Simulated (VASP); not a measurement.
Here is a VASP 6.6.1 calculation.

Contents of INCAR:

```
PREC = Accurate ; ENCUT = 520
EDIFF = 1E-7 ; ISMEAR = 0
SIGMA = 0.05 ; LREAL = False
LASPH = True ; NELM = 100
ALGO = Normal ; ISIF = 2
LWAVE = False ; LCHARG = False
LDIPOL = True ; IDIPOL = 3
DIPOL = 0.5 0.5 0.381 ; GGA = PE
IVDW = 12 ; NBANDS = 31
```

Contents of KPOINTS:

```
Automatic mesh
0
Gamma
  9 9 1
```

Contents of POSCAR:

```
PtS2
1.0
    3.5414384854      0.0000000000      0.0000000000
   -1.7707192427      3.0669756943      0.0000000000
    0.0000000000      0.0000000000     22.4671585948
S Pt
4 2
Direct
    0.6666666667      0.3333333333      0.2002923503
    0.3333333334      0.6666666667      0.3106377475
    0.5000000000      1.0000000000      0.4517862311
    0.1666666666      1.3333333333      0.5621252750
    0.0000000000      0.0000000000      0.2556497873
   -0.1666666667      0.6666666667      0.5067727954
```

Potentials or basis: VASP PAW PBE potentials, release 64 (S, Pt).

The run is started by

```sh
$ cat potpaw_PBE.64/S/POTCAR potpaw_PBE.64/Pt/POTCAR > POTCAR
$ mpirun -np 1 vasp_std > vasp.out
```

Problem. Predict the largest force.

Solution. 0.117 eV/Å.

Problem. What does it give for the band gap on the k mesh?

Solution. 1.23 eV, indirect (least direct gap 1.38 eV).

Problem. Predict the dispersion energy per atom.

Solution. -0.323 eV.

Forces on the atoms (eV/Å):
```
S    0.000 -0.044  0.041
S    0.000 -0.110 -0.040
S    0.000  0.110  0.040
S    0.000  0.044 -0.041
Pt   0.000  0.059 -0.001
Pt   0.000 -0.059  0.001
```

Caveat: spin-orbit coupling is left out, which moves the levels of the heavy elements.
